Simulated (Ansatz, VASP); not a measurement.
Two plane-wave programs on SiO2

INCAR

```
  PREC = Accurate
  ENCUT = 520
  EDIFF = 1E-6
  ISMEAR = 0
  SIGMA = 0.05
  LREAL = False
  LASPH = True
  NELM = 100
  ALGO = Normal
  ISIF = 2
  LWAVE = False
  LCHARG = False
  NBANDS = 25
```

The input KPOINTS:

```
Automatic mesh
0
Gamma
  6 6 8
```

POSCAR

```
SiO2
1.0
    4.2549000000      0.0000000000      0.0000000000
    0.0000000000      4.2549000000      0.0000000000
    0.0000000000      0.0000000000      2.4058000000
Si O
2 4
Direct
    0.5000000000      0.5000000000      0.5000000000
    0.0000000000      0.0000000000      0.0000000000
    0.6944252994      0.6944252994      0.0000000000
    0.1944252994      0.8055747006      0.5000000000
    0.3055747006      0.3055747006      0.0000000000
    0.8055747006      0.1944252994      0.5000000000
```

Input for Ansatz:

```yaml
crystal:
  lattice:
    - [4.2549, 0.0, 0.0]
    - [0.0, 4.2549, 0.0]
    - [0.0, 0.0, 2.4058]
  atoms:
    - { symbol: Si, position: [0.5, 0.5, 0.5] }
    - { symbol: Si, position: [0.0, 0.0, 0.0] }
    - { symbol: O, position: [0.6944252994, 0.6944252994, 0.0] }
    - { symbol: O, position: [0.1944252994, 0.8055747006, 0.5] }
    - { symbol: O, position: [0.3055747006, 0.3055747006, 0.0] }
    - { symbol: O, position: [0.8055747006, 0.1944252994, 0.5] }
basis:
  ecutwfc: 520.0
kpoints:
  mp_grid: { grid: [6, 6, 8] }
hamiltonian:
  xc: lda
  pseudopotentials: { kind: paw, azcp: { folder: soft_1 } }
scf:
  occupations: { method: gaussian, width: 0.05 }
output:
  forces: true
  stress: true
  eigenvalues: true
```

Alike in both runs: task single point; functional LDA; k mesh 6 × 6 × 8; occupations gaussian, width 0.05 eV; no spin polarisation.

|  | VASP | Ansatz |
| --- | --- | --- |
| version | VASP 6.6.1 | Ansatz 0.2.0 |
| potentials or method | VASP PAW LDA potentials, release 64 (Si, O), cutoff 520 eV | scalar-relativistic, plane waves, PAW |
| valence electrons in the cell | 32 | 32 |

```csv
,VASP,Ansatz,Ansatz less VASP
gap on the k mesh at the Fermi level (eV),6.86,6.88,+0.017
least direct gap on the mesh (eV),6.86,6.88,+0.017
rms of the force components (eV/Å),0.014,0.060,+0.0464
```

Ansatz warns that its potentials were made for another functional, while VASP's fit it. LDA's correlation is that of Perdew and Zunger in VASP and of Perdew and Wang (1992) in Ansatz. Atom by atom the forces differ by 0.046 eV/Å (rms over components).
